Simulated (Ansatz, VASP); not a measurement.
# Two plane-wave programs on KAg

The input INCAR:

```
SYSTEM = KAg
ALGO = Normal
EDIFF = 1E-6
EDIFFG = -0.01
ENCUT = 600
GGA = PE
IBRION = 2
ISIF = 3
ISMEAR = 0
LASPH = .TRUE.
LCHARG = .FALSE.
LREAL = .FALSE.
LWAVE = .FALSE.
NELM = 100
NSW = 100
PREC = Accurate
SIGMA = 0.01
```

KPOINTS

```
k-points
0
G
  12 12 8
  0 0 0
```

POSCAR

```
KAg
1.0
    4.7034484714      0.0000000000      0.0000000000
   -2.3517242357      4.0733058616      0.0000000000
    0.0000000000      0.0000000000      4.4685485266
K Ag
1 1
Direct
    0.0000000000      0.0000000000      0.0000000000
    0.6666666667      0.3333333333      0.5000000000
```

Input for Ansatz:

```yaml
crystal:
  lattice:
    - [4.7034484714, 0.0, 0.0]
    - [-2.3517242357, 4.0733058616, 0.0]
    - [0.0, 0.0, 4.4685485266]
  atoms:
    - { symbol: K, position: [0.0, 0.0, 0.0] }
    - { symbol: Ag, position: [0.6666666667, 0.3333333333, 0.5] }
basis:
  ecutwfc: 420
kpoints:
  mp_grid: { grid: [12, 12, 8] }
hamiltonian:
  xc: pbe
scf:
  occupations: { method: gaussian, width: 0.01 }
output:
  forces: true
  stress: true
  eigenvalues: true
relax:
  adjacent_minimum: "off"
  f_tol: 0.01
  max_steps: 80
  cell: { stress_tol: 0.05 }
```

Alike in both runs: task relaxation of cell and atoms; functional PBE; k mesh 12 × 12 × 8; occupations gaussian, width 0.01 eV; no spin polarisation.

|  | VASP | Ansatz |
| --- | --- | --- |
| version | VASP 6.6.1 | Ansatz 0.2.0 |
| potentials or method | VASP PAW PBE potentials, release 64 (K_sv, Ag), cutoff 600 eV | scalar-relativistic, plane waves, PAW |
| valence electrons in the cell | 20 | 28 |

Ansatz gave:

| Quantity | Value |
| --- | --- |
| gap on the k mesh at the Fermi level, each at its own relaxed structure (eV) | 0.20 |
| relaxed volume (Å³/atom) | 43.15 |
| relaxed cell length with the largest relative difference (Å) | 4.773 |

Problem. Which values does VASP return?

Solution. gap on the k mesh at the Fermi level, each at its own relaxed structure (eV): 0.19; relaxed volume (Å³/atom): 42.95; relaxed cell length with the largest relative difference (Å): 4.763.

VASP's potentials hold 20 valence electrons a cell and Ansatz's 28, so a difference there can come from the potentials and not from the codes.
